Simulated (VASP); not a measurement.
**AlNi3: single point with r2SCAN**

AlNi3:

```
Ni Al
1.0
     3.52305    0.00000    0.00000
     0.00000    3.52305    0.00000
     0.00000    0.00000    3.52305
Ni Al
3 1
Cartesian
  1.7615 1.7615 0.0000
  1.7615 0.0000 1.7615
  0.0000 1.7615 1.7615
  0.0000 0.0000 0.0000
```

```json
{
 "Program": "VASP 6.6.1",
 "Task": "single point",
 "Functional": "r2SCAN",
 "Potentials or basis": "VASP PAW PBE potentials, release 64 (Ni, Al)",
 "Cutoff": "520 eV",
 "k mesh": "8 × 8 × 8",
 "Occupations": "fermi-dirac, width 0.05 eV",
 "Spin": "collinear spin, ferromagnetic start",
 "Starting moments": "[1.0, 1.0, 1.0, 0.0] μB"
}
```

```
Pressure                                              : 0.6 GPa
Net moment                                            : 0.84 μB per cell
Site moments                                          : Ni +0.32; Al -0.02 μB
Valence electrons inside the program's atomic spheres : Ni 9.49; Al 0.83
```

Levels at points of the mesh, in eV from the Fermi level:
Spin up:
```tsv
k point	band 15	band 16	band 17	band 18	band 19	band 20
(0.00, 0.00, 0.00)	-0.39	-0.39	0.88	0.88	0.88	6.82
(0.50, 0.00, 0.00)	-1.33	-0.79	-0.39	5.82	5.82	5.84
(0.50, 0.50, 0.00)	-1.34	-1.25	-0.80	0.66	0.66	8.57
(0.50, 0.50, 0.50)	-1.36	-0.54	-0.54	-0.54	-0.30	3.75
```
Spin down:
```tsv
k point	band 13	band 14	band 15	band 16	band 17	band 18	band 19	band 20
(0.00, 0.00, 0.00)	-0.03	0.49	0.49	0.49	0.70	0.70	0.70	6.98
(0.50, 0.00, 0.00)	-0.98	-0.96	-0.96	-0.53	0.49	5.85	5.85	5.88
(0.50, 0.50, 0.00)	-1.38	-1.29	-0.96	-0.60	-0.51	1.21	1.21	8.59
(0.50, 0.50, 0.50)	-1.47	-1.07	-1.07	-0.45	0.18	0.18	0.18	3.89
```

Wall time 5.7 min on 1 thread of Intel(R) Xeon(R) Platinum 8259CL CPU @ 2.50GHz (Skylake/Cascade Lake), with other jobs on the host, peak memory 0.22 GiB.

Caveat: the PAW data sets were made with another functional, which shifts forces and pressure a little.
